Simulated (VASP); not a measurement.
## NaI: single point with PBE0

The system is NaI.

```
CELL_PARAMETERS angstrom
0.00000 3.17033 3.17033
3.17033 0.00000 3.17033
3.17033 3.17033 0.00000
ATOMIC_POSITIONS crystal
I 0.50000 0.50000 0.50000
Na 0.00000 0.00000 0.00000
```

| Quantity | Value |
| --- | --- |
| Program | VASP 6.6.1 |
| Task | single point |
| Functional | PBE0 |
| Potentials or basis | VASP PAW PBE potentials, release 64 (I, Na_pv) |
| Cutoff | 520 eV |
| k mesh | 4 × 4 × 4 |
| Occupations | fermi-dirac, width 0.05 eV |
| Spin | no spin polarisation |
| Dipole correction | no |
| Grid for exact exchange (PRECFOCK) | Normal |
| Further INCAR settings | ALGO = Normal; EDIFF = 1e-06; NBANDS = 14 |

```
Pressure               : 1.3 GPa
Band gap on the k mesh : 5.54 eV, direct
```

Levels at points of the mesh, in eV from the valence-band top:
| k point | band 4 | band 5 | band 6 | band 7 | band 8 | band 9 | band 10 | band 11 |
| --- | --- | --- | --- | --- | --- | --- | --- | --- |
| (0.00, 0.00, 0.00) | -12.19 | 0.00 | 0.00 | 0.00 | 5.54 | 9.75 | 9.75 | 9.75 |
| (0.50, 0.00, 0.00) | -11.76 | -2.62 | -0.35 | -0.35 | 6.80 | 9.34 | 9.34 | 11.29 |
| (0.50, 0.50, 0.00) | -11.65 | -2.32 | -0.91 | -0.91 | 6.31 | 7.10 | 12.25 | 13.77 |

It took 3 min on 1 thread of Intel(R) Xeon(R) 6975P-C (Granite Rapids), on a shared host, peak memory 0.21 GiB.

Caveat: the k points lie up to 0.43 Å⁻¹ apart; the PAW data sets were made with another functional, which shifts forces and pressure a little; spin-orbit coupling is left out, which moves the levels of the heavy elements.
